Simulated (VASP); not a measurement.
A run of VASP 6.6.1 is set up as follows.

File INCAR:

```
SYSTEM = SiC
ALGO = Normal
EDIFF = 1E-8
ENCUT = 600
GGA = CA
IBRION = 6
ISIF = 3
ISMEAR = 0
LASPH = .True.
LCHARG = .True.
LREAL = .False.
LWAVE = .False.
NELM = 60
NFREE = 2
NSW = 1
POTIM = 0.015
PREC = Accurate
SIGMA = 0.01
```

KPOINTS

```
k-points
0
Gamma
  10 10 10
  0 0 0
```

Contents of POSCAR:

```
SiC
1.0
    2.1644853876      2.1644853876      0.0000000000
   -2.1644853876      2.1644853876      0.0000000000
    0.0000000000      2.1644853876      2.1644853876
Si C
1 1
Direct
    0.0000000000      0.0000000000      0.0000000000
    0.7500000000      0.2500000000      0.5000000000
```

Potentials or basis: VASP PAW LDA potentials, release 64 (Si, C).

Run with:

```bash
$ cat potpaw_LDA.64/Si/POTCAR potpaw_LDA.64/C/POTCAR > POTCAR
$ mpirun -np 1 vasp_std > vasp.out
```

Q: What does it give for the elastic constants C11, C12, C44?

A: 403, 142, 253 GPa.

Q: Estimate the Voigt bulk modulus.

A: 229 GPa.

Q: What does it give for the highest phonon frequency at Γ, LO-TO splitting left out?

A: 798 cm⁻¹.

Clamped-ion elastic tensor (GPa):
```
403 142 142   0   0   0
142 403 142   0   0   0
142 142 403   0   0   0
  0   0   0 284   0   0
  0   0   0   0 284   0
  0   0   0   0   0 284
```
